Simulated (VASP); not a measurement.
A run of VASP 6.6.1:

File INCAR:

```
SYSTEM = Al
PREC = Accurate
ENCUT = 520
EDIFF = 1E-7
ISMEAR = 0
SIGMA = 0.15
LREAL = .False.
LASPH = .True.
NELM = 80
ALGO = Fast
ISIF = 2
LWAVE = .False.
LCHARG = .False.
GGA = PS
NBANDS = 14
```

KPOINTS

```
regular mesh
0
Gamma
  16 16 5
  0 0 0
```

The input POSCAR:

```
Al
1.0
   -1.6063180831      1.6063180831     -1.6063180831
   -1.6063180831     -1.6063180831      1.6063180831
    0.0000000000      6.4252723326      6.4252723326
Al
4
Direct
    0.0000000000      0.0000000000      0.0000000000
    0.5000000000      0.5000000000      0.2500000000
    0.0000000000      0.0000000000      0.5000000000
    0.5000000000      0.5000000000      0.7500000000
```

Potentials or basis: VASP PAW PBE potentials, release 64 (Al).

Launch:

```console
$ cat potpaw_PBE.64/Al/POTCAR > POTCAR
$ mpirun -np 1 vasp_std > vasp.out
```

Hardware: 1 thread of Intel(R) Xeon(R) Platinum 8488C (Sapphire Rapids), on a shared host.

Estimate the wall time of this run.

It took 110 s on 1 thread of Intel(R) Xeon(R) Platinum 8488C (Sapphire Rapids) (shared host), peak memory 0.28 GiB. Counts: scf iterations 15, k points 219.
